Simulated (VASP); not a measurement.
## Re: single point with LDA

Re:

```
Re
1.0
     2.73742    0.00000    0.00000
    -1.36871    2.37068    0.00000
     0.00000    0.00000    4.41663
Re
2
Cartesian
  0.0000 1.5805 1.1042
  1.3687 0.7902 3.3125
```

```
Program                : VASP 6.6.1
Task                   : single point
Functional             : LDA
Potentials or basis    : VASP PAW LDA potentials, release 64 (Re)
Cutoff                 : 520 eV
k mesh                 : 18 × 18 × 10
Occupations            : gaussian, width 0.1 eV
Spin                   : no spin polarisation
Dipole correction      : no
Further INCAR settings : ALGO = Normal; EDIFF = 1e-07; NBANDS = 14
```

The pressure is 1.5 GPa and the band gap on the k mesh is zero (band 7 reaches 9.83 eV, above the bottom of band 8 at 6.37 eV).

Stress tensor (GPa, compression positive):
```
1.61 0.00 0.00
0.00 1.61 0.00
0.00 0.00 1.43
```

Levels at points of the mesh, in eV from the Fermi level:
```
           k point  band 5  band 6  band 7  band 8  band 9  band 10
(0.00, 0.00, 0.00)   -1.65   -0.79   -0.79    0.16    0.16     0.82
(0.50, 0.00, 0.00)   -1.66   -1.39   -0.60    4.11    4.55     4.68
(0.00, 0.00, 0.50)   -1.80   -1.80   -1.80   -1.80    2.64     2.64
(0.50, 0.00, 0.50)    0.39    0.39    1.07    1.07    4.44     4.44
```

Run time: 92 s on 1 thread of Intel(R) Xeon(R) Platinum 8488C (Sapphire Rapids) (shared host), peak memory 0.19 GiB.

Caveat: spin-orbit coupling is left out, which moves the levels of the heavy elements.
